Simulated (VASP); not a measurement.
Runs of VASP 6.6.1 on GaP. The structure is trigonal, space group R-3m (No. 166). Conventional cell: a = 3.886 Å, b = 3.886 Å, c = 19.292 Å, α = 90.00°, β = 90.00°, γ = 120.00°. Ga (site symmetry 3m) has 3 P at 2.40 Å and 1 Ga at 2.49 Å within 3.2 Å. Within 2.9 Å of P (site symmetry 3m) lie 1 P at 2.21 Å and 3 Ga at 2.40 Å. 

| level | potentials or basis | smearing | gap on the mesh (eV) | pressure (GPa) | largest force (eV/Å) |
| --- | --- | --- | --- | --- | --- |
| r2SCAN | VASP PAW PBE potentials, release 64 (Ga_d, P) | gaussian 0.02 eV | 1.08 | -2.5 | 0.06 |
| PBEsol | VASP PAW PBE potentials, release 64 (Ga_d, P) | gaussian 0.02 eV | (b) | (a) | 0.08 |
| LDA | VASP PAW LDA potentials, release 64 (Ga_d, P) | gaussian 0.02 eV | 0.72 | -4.7 | 0.09 |
| PBE | VASP PAW PBE potentials, release 64 (Ga_d, P) | methfessel-paxton 0.18 eV | 0.84 | 0.0 | 0.06 |
| PBE | VASP PAW PBE potentials, release 64 (Ga_d, P) | methfessel-paxton 0.09 eV | 0.84 | 0.0 | 0.06 |

Alike in all rows: task single point; no spin polarisation; cell as given; k mesh 12 × 12 × 12; cutoff (eV) 520.

Q: Fill in the values left out.

A: (a) -2.8; (b) 0.74.

Caveats: the PAW data sets were made with another functional, which shifts forces and pressure a little (at least some runs); semilocal functionals underestimate gaps, and a narrow one can read as zero (at least some runs); the cell stands under tension (at least some runs).

A k mesh can miss the band edges, and the runs leave out spin-orbit coupling on Ga.
